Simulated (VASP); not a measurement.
# NdPbI4 (P4/mmm) in VASP: relaxation of cell and atoms with PBE

Aim: the relaxation of cell and atoms of NdPbI4 with PBE.

Everything below comes from runs of VASP 6.6.1. Logs are shortened: lines on timing, memory, paths and dates and some standing lists are left out, and cuts for length are marked.

## 1. The cell of the first run

It takes space group P4/mmm (No. 123, tetragonal). The conventional cell has a = 5.491 Å, b = 5.491 Å, c = 7.997 Å, α = 90.00°, β = 90.00°, γ = 90.00°. Within 4.4 Å of Nd (site symmetry 4/mmm) lie 8 I at 3.34 Å. Pb (site symmetry 4/mmm) has 8 I at 3.45 Å within 4.5 Å. Within 4.4 Å of I (site symmetry 2mm) lie 2 Nd at 3.34 Å and 2 Pb at 3.45 Å and 6 I at 3.80 to 4.19 Å.

The cell was generated, and may not be a known phase.

## 2. Relaxation of cell and atoms, PBE

Input file INCAR:

```
PREC     = Accurate       # precision mode
ENCUT    = 500            # plane-wave cutoff, eV
EDIFF    = 1E-7           # SCF threshold, eV
ISMEAR   = 0              # smearing method
SIGMA    = 0.1            # smearing width, eV
LREAL    = False          # projectors in reciprocal space
LASPH    = True           # aspherical terms in the spheres
NELM     = 200            # most SCF steps
ALGO     = Normal         # electronic algorithm
ISIF     = 3              # what is computed and relaxed
LWAVE    = False          # write WAVECAR
LCHARG   = False          # write CHGCAR
GGA      = PE             # functional
IBRION   = 2              # ionic algorithm
NSW      = 100            # ionic steps
EDIFFG   = -0.01          # ionic threshold
GGA_COMPAT= False        
NELMIN   = 4            
LMAXMIX  = 6              # l up to which the mixer works
```

Input file KPOINTS:

```
Automatic mesh
0
Gamma
  8 8 6
```

Input file POSCAR:

```
NdPbI4
1.0
    5.4911613689      0.0000000000      0.0000000000
    0.0000000000      5.4911613689      0.0000000000
    0.0000000000      0.0000000000      7.9968524743
Nd Pb I
1 1 4
Direct
    0.5000000000      0.5000000000      0.5000000000
    0.0000000000      0.0000000000      0.0000000000
    0.5000000000      0.0000000000      0.7378411101
    0.0000000000      0.5000000000      0.2621588899
    0.5000000000      0.0000000000      0.2621588899
    0.0000000000      0.5000000000      0.7378411101
```

Potentials or basis: VASP PAW PBE potentials, release 64 (Nd_3, Pb_d, I), 4f in core.

Started as:

```sh
cat potpaw_PBE.64/Nd_3/POTCAR potpaw_PBE.64/Pb_d/POTCAR potpaw_PBE.64/I/POTCAR > POTCAR
mpirun -np 1 vasp_std > vasp.out
```

OUTCAR:

```text
PREC = Accurate
   ENCUT = 500
   EDIFF = 1E-7
   ISMEAR = 0
   LREAL = False
   LASPH = True
   NELM = 200
   ISIF = 3
   GGA = PE
   IBRION = 2
   NSW = 100
   EDIFFG = -0.01
   NELMIN = 4

 ion  position               nearest neighbor table
   1  0.500  0.500  0.500-   3 3.34   4 3.34   5 3.34   6 3.34   3 3.34   5 3.34   4 3.34   6 3.34

   2  0.000  0.000  0.000-   3 3.45   4 3.45   5 3.45   6 3.45   4 3.45   6 3.45   3 3.45   5 3.45

   3  0.500  0.000  0.738-   1 3.34   1 3.34   2 3.45   2 3.45
   4  0.000  0.500  0.262-   1 3.34   1 3.34   2 3.45   2 3.45
   5  0.500  0.000  0.262-   1 3.34   1 3.34   2 3.45   2 3.45
   6  0.000  0.500  0.738-   1 3.34   1 3.34   2 3.45   2 3.45

  LATTYP: Found a simple tetragonal cell.
 ALAT       =     5.4911613689
 C/A-ratio  =     1.4563135077

  Lattice vectors:

 A1 = (   5.4911613689,   0.0000000000,   0.0000000000)
 A2 = (   0.0000000000,   5.4911613689,   0.0000000000)
 A3 = (   0.0000000000,   0.0000000000,   7.9968524743)

Analysis of symmetry for initial positions (statically):
=====================================================================
 Subroutine PRICEL returns:
 Original cell was already a primitive cell.

 Routine SETGRP: Setting up the symmetry group for a
 simple tetragonal supercell.

 Subroutine GETGRP returns: Found 16 space group operations
 (whereof 16 operations were pure point group operations)
 out of a pool of 16 trial point group operations.

The static configuration has the point symmetry D_4h.

Analysis of symmetry for dynamics (positions and initial velocities):
=====================================================================
 Subroutine PRICEL returns:
 Original cell was already a primitive cell.

 Routine SETGRP: Setting up the symmetry group for a
 simple tetragonal supercell.

 Subroutine GETGRP returns: Found 16 space group operations
 (whereof 16 operations were pure point group operations)
 out of a pool of 16 trial point group operations.

The dynamic configuration has the point symmetry D_4h.

 Subroutine INISYM returns: Found 16 space group operations
 (whereof 16 operations are pure point group operations),
 and found     1 'primitive' translations

----------------------------------------------------------------------------------------

                                     Primitive cell

  volume of cell :     241.1279

  direct lattice vectors                    reciprocal lattice vectors
     5.491161369  0.000000000  0.000000000     0.182110838  0.000000000  0.000000000
     0.000000000  5.491161369  0.000000000     0.000000000  0.182110838  0.000000000
     0.000000000  0.000000000  7.996852474     0.000000000  0.000000000  0.125049199

  length of vectors
     5.491161369  5.491161369  7.996852474     0.182110838  0.182110838  0.125049199

  position of ions in fractional coordinates (direct lattice)
     0.500000000  0.500000000  0.500000000
     0.000000000  0.000000000  0.000000000
     0.500000000  0.000000000  0.737841110
     0.000000000  0.500000000  0.262158890
     0.500000000  0.000000000  0.262158890
     0.000000000  0.500000000  0.737841110

  ion indices of the primitive-cell ions
   primitive index   ion index
                 1           1
                 2           2
                 3           3
                 4           4
                 5           5
                 6           6

----------------------------------------------------------------------------------------

 KPOINTS: Automatic mesh

Automatic generation of k-mesh.
 Grid dimensions read from file:
 generate k-points for:    8    8    6

 Generating k-lattice:

  Cartesian coordinates                     Fractional coordinates (reciprocal lattice)
     0.022763855  0.000000000  0.000000000     0.125000000  0.000000000  0.000000000
     0.000000000  0.022763855  0.000000000     0.000000000  0.125000000  0.000000000
     0.000000000  0.000000000  0.020841533     0.000000000  0.000000000  0.166666667

  Length of vectors
     0.022763855  0.022763855  0.020841533

  Shift w.r.t. Gamma in fractional coordinates (k-lattice)
     0.000000000  0.000000000  0.000000000

 Subroutine IBZKPT returns following result:
 ===========================================

 Found     60 irreducible k-points:

 Following reciprocal coordinates:
            Coordinates               Weight
  0.000000  0.000000  0.000000      1.000000
  0.125000  0.000000  0.000000      4.000000
  0.250000  0.000000  0.000000      4.000000
  0.375000  0.000000  0.000000      4.000000
  0.500000  0.000000  0.000000      2.000000
  0.125000  0.125000  0.000000      4.000000
[... 16 lines left out ...]
  0.375000  0.125000  0.166667     16.000000
  0.500000  0.125000  0.166667      8.000000
 [... further k-points ...]
   k-points           NKPTS =     60   k-points in BZ     NKDIM =     60   number of bands    NBANDS=     31
   number of dos      NEDOS =    301   number of ions     NIONS =      6
   total plane-waves  NPLWV =  96000
   dimension x,y,z NGX =    40 NGY =   40 NGZ =   60
   dimension x,y,z NGXF=    80 NGYF=   80 NGZF=  120
   ions per type =               1   1   4
   NGX,Y,Z   is equivalent  to a cutoff of  12.11, 12.11, 12.47 a.u.
   NGXF,Y,Z  is equivalent  to a cutoff of  24.22, 24.22, 24.95 a.u.
 SYSTEM =  unknown system
   PREC   = accura    normal or accurate (medium, high low for compatibility)
   ISTART =      0    job   : 0-new  1-cont  2-samecut
   ICHARG =      2    charge: 1-file 2-atom 10-const
   ISPIN  =      1    spin polarized calculation?
   LNONCOLLINEAR =      F non collinear calculations
   LSORBIT =      F    spin-orbit coupling
   LASPH  =      T    aspherical Exc in radial PAW
   ENCUT  =  500.0 eV  36.75 Ry    6.06 a.u.  10.01 10.01 14.58*2*pi/ulx,y,z
   NELM   =    200;   NELMIN=  4; NELMDL= -5     # of ELM steps
   EDIFF  = 0.1E-06   stopping-criterion for ELM
   LREAL  =      F    real-space projection
   EDIFFG = -.1E-01   stopping-criterion for IOM
   NSW    =    100    number of steps for IOM
   IBRION =      2    ionic relax: 0-MD 1-quasi-New 2-CG
   NFREE  =      1    steps in history (QN), initial steepest desc. (CG)
   ISIF   =      3    stress and relaxation
   ISYM   =      2    0-nonsym 1-usesym 2-fastsym
   POTIM  = 0.5000    time-step for ionic-motion
   TEBEG  =    0.0;   TEEND  =   0.0 temperature during run
   PSTRESS=    0.0 pullay stress
   NELECT =      53.0000    total number of electrons
   NUPDOWN=      -1.0000    fix difference up-down
   EMIN   =  10.00;   EMAX   =-10.00  energy-range for DOS
   EFERMI =   0.00;   METHOD = LEGACY
   ISMEAR =     0;   SIGMA  =   0.10  broadening in eV -4-tet -1-fermi 0-gaus
   EFERMI_NEDOS =   21; number of points for ismear=-14 and -15
   IALGO  =     38    algorithm
   IMIX   =      4    mixing-type and parameters
     AMIX     =   0.40;   BMIX     =  1.00
     AMIX_MAG =   1.60;   BMIX_MAG =  1.00
  volume/ion in A,a.u.               =      40.19       271.20
  Fermi-wavevector in a.u.,A,eV,Ry     =   0.987986  1.867024 13.280879  0.976117
  Thomas-Fermi vector in A             =   2.119480
   LORBIT       =      0    0 simple, 1 ext, 2 COOP (PROOUT), +10 PAW based schemes
   GGA     = PE    functional components
   LHFCALC =     F    Hartree Fock is set to
   AEXX    =    0.0000 exact exchange contribution
   IVDW    =     0    specifies the selected vdW correction
   LEPSILON=     F    determine dielectric tensor
   LRPA    =     F    only Hartree local field effects (RPA)
 conjugate gradient relaxation of ions
 non-spin polarized calculation
 Gauss-broadening in eV      SIGMA  =   0.10
  energy-cutoff  :      500.00
  volume of cell :      241.13
 maximum number of plane-waves:      6160
   NGX = 21   NGY = 21   NGZ = 29

--------------------------------------- Ionic step        1  -------------------------------------------

 number of electron      52.9999987 magnetization

 Free energy of the ion-electron system (eV)
  ---------------------------------------------------
  ext. energy  EPLUGINS =         0.00000000
  ---------------------------------------------------
  free energy    TOTEN  =       -19.52006737 eV

  energy without entropy =      -19.49263834  energy(sigma->0) =      -19.50635285

------------------------ aborting loop because EDIFF is reached ----------------------------------------

  FORCE on cell =-STRESS in cart. coord.  units (eV):
  Direction    XX          YY          ZZ          XY          YZ          ZX
  --------------------------------------------------------------------------------------
  -------------------------------------------------------------------------------------
  Total        0.1553277      0.1553277      0.0579375      0.0000000      0.0000000      0.0000000
  in kB        1.0320766      1.0320766      0.3849666      0.0000000      0.0000000      0.0000000
  external PRESSURE =       0.8163733 kB  Pullay stress =       0.0000000 kB
[... 145 lines left out ...]
  energy  without entropy=      -19.4928764274  energy(sigma->0) =      -19.50672392

--------------------------------------- Ionic step        5  -------------------------------------------

 number of electron      52.9999988 magnetization

 Free energy of the ion-electron system (eV)
  ---------------------------------------------------
  ext. energy  EPLUGINS =         0.00000000
  ---------------------------------------------------
  free energy    TOTEN  =       -19.52072301 eV

  energy without entropy =      -19.49303631  energy(sigma->0) =      -19.50687966

 E-fermi :   5.1582     XC(G=0):  -8.3410

 val. band max:        5.1495108446   @ k =   0.3750   0.3750   0.3333
 cond. band min:       5.1645069390   @ k =   0.5000   0.2500   0.5000
 fundamental gap:      0.0149960943
 Fermi energy:         5.1581948691

 k-point     1 :       0.0000    0.0000    0.0000
  band No.  band energies     occupation
      1     -34.8572      2.00000
      2     -15.9706      2.00000
      3     -15.8999      2.00000
      4     -15.8999      2.00000
      5     -13.2205      2.00000
      6     -13.2098      2.00000
[... 805 lines left out ...]
     30       6.2603      0.00000
     31       6.6869      0.00000

 [... further k-points ...]

------------------------ aborting loop because EDIFF is reached ----------------------------------------

  FORCE on cell =-STRESS in cart. coord.  units (eV):
  Direction    XX          YY          ZZ          XY          YZ          ZX
  --------------------------------------------------------------------------------------
  -------------------------------------------------------------------------------------
  Total       -0.0191935     -0.0191935      0.0323810      0.0000000      0.0000000      0.0000000
  in kB       -0.1272908     -0.1272908      0.2147504      0.0000000      0.0000000      0.0000000
  external PRESSURE =      -0.0132771 kB  Pullay stress =       0.0000000 kB
[... 21 lines left out ...]
  FREE ENERGIE OF THE ION-ELECTRON SYSTEM (eV)
  ---------------------------------------------------
  free  energy   TOTEN  =       -19.5207230079 eV

  energy  without entropy=      -19.4930363053  energy(sigma->0) =      -19.50687966

 reached required accuracy - stopping structural energy minimisation
```

Run time: 15 min. Hardware: 1 thread of Intel Xeon 6975P-C (Granite Rapids), shared host; peak memory 0.62 GiB.

Results:

- Free energy: -19.5207 eV
- Relaxed volume: 40.26 Å³/atom
- Relaxed cell: a = 5.502 Å, b = 5.502 Å, c = 7.982 Å, α = 90.00°, β = 90.00°, γ = 90.00°
- Space group after relaxing (to 0.1 Å): P4/mmm (No. 123)
- Energy gained by relaxing: 0.1 meV/atom
- Ionic steps: 5
- Pressure after relaxing: 0.0 GPa
- Band gap on the k mesh: zero (an odd number of electrons rules out a gap without spin polarisation)

Step by step:
```csv
step,energy change (eV),largest force (eV/Å),pressure (GPa),volume (Å³)
1,0.0000,0.0310,0.08,241.13
2,-0.0004,0.0216,-0.01,241.84
3,-0.0004,0.0190,-0.03,242.04
4,-0.0005,0.0148,-0.03,241.93
5,-0.0007,0.0017,0.00,241.58
```

Final structure:
```
CELL_PARAMETERS angstrom
5.50152 0.00000 0.00000
0.00000 5.50152 0.00000
0.00000 0.00000 7.98182
ATOMIC_POSITIONS crystal
Nd 0.50000 0.50000 0.50000
Pb 0.00000 0.00000 0.00000
I 0.50000 0.00000 0.73878
I 0.00000 0.50000 0.26122
I 0.50000 0.00000 0.26122
I 0.00000 0.50000 0.73878
```

Caveat: spin-orbit coupling is left out, which moves the levels of the heavy elements; the 4f electrons are frozen in the core, so they carry no moment and show no levels; an odd number of electrons without spin polarisation forces a metal; a magnetic or distorted state may lie lower; the run has no spin polarisation, though such a crystal can be magnetic. Spin polarisation is off, so any magnetic state and its effect on volume and gap are missing.
